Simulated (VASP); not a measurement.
## SnO: single point with PBEsol

Crystal: SnO.

```xyz
4
Lattice="3.9564 0.0000 0.0000 0.0000 3.9564 0.0000 0.0000 0.0000 4.7506" Properties=species:S:1:pos:R:3 pbc="T T T"
Sn   -0.2413    1.9782    1.1519
Sn    2.2195    0.0000    3.5987
O     0.0365    0.0000    0.0000
O     1.9417    1.9782    0.0000
```

This cell differs from its parent crystal: atoms displaced along a vibrational mode, the cell strained.

```json
{"Program": "VASP 6.6.1", "Task": "single point", "Functional": "PBEsol", "Potentials or basis": "VASP PAW PBE potentials, release 64 (Sn_d, O)", "Cutoff": "520 eV", "k mesh": "10 × 10 × 8", "Occupations": "gaussian, width 0.15 eV", "Spin": "no spin polarisation", "Dipole correction": "no", "Further INCAR settings": "ALGO = Normal; EDIFF = 1e-06; NBANDS = 28"}
```

```
Pressure               : -4.5 GPa
Largest force          : 1.053 eV/Å
Band gap on the k mesh : 0.45 eV (least direct gap 1.76 eV)
```

Forces on the atoms (eV/Å):
```
Sn   1.013  0.000 -0.286
Sn  -1.013  0.000  0.286
O   -0.222  0.000  0.307
O    0.222  0.000 -0.307
```

Stress tensor (GPa, compression positive):
```
-4.67  0.00  4.24
 0.00 -7.06  0.00
 4.24  0.00 -1.63
```

Levels at points of the mesh, in eV from the valence-band top:
| k point | band 17 | band 18 | band 19 | band 20 | band 21 | band 22 | band 23 | band 24 |
| --- | --- | --- | --- | --- | --- | --- | --- | --- |
| (0.00, 0.00, 0.00) | -2.82 | -2.59 | -2.55 | -0.04 | 1.94 | 4.47 | 4.68 | 4.96 |
| (0.50, 0.00, 0.00) | -4.03 | -3.93 | -2.63 | -1.63 | 3.26 | 3.49 | 5.20 | 6.01 |
| (0.00, 0.50, 0.00) | -4.00 | -4.00 | -2.16 | -2.16 | 3.20 | 3.20 | 5.83 | 5.83 |
| (0.50, 0.50, 0.00) | -1.99 | -1.99 | -1.61 | -1.61 | 0.50 | 0.50 | 4.75 | 4.75 |
| (0.00, 0.00, 0.50) | -2.82 | -2.62 | -2.57 | -1.48 | 1.48 | 2.87 | 3.50 | 3.53 |
| (0.50, 0.00, 0.50) | -4.19 | -3.92 | -1.52 | -0.89 | 2.72 | 2.87 | 4.38 | 6.05 |
| (0.00, 0.50, 0.50) | -4.06 | -4.06 | -1.25 | -1.25 | 2.76 | 2.76 | 5.40 | 5.40 |
| (0.50, 0.50, 0.50) | -2.37 | -2.37 | -1.98 | -1.98 | 2.77 | 2.77 | 4.21 | 4.21 |

Wall time 3.1 min on 1 thread of Intel(R) Xeon(R) 6975P-C (Granite Rapids) (shared host), peak memory 0.49 GiB.

Caveat: the cell differs from its parent crystal (atoms displaced along a vibrational mode, the cell strained); the cell stands under tension; the PAW data sets were made with another functional, which shifts forces and pressure a little; spin-orbit coupling is left out, which moves the levels of the heavy elements. A k mesh can miss the band edges.
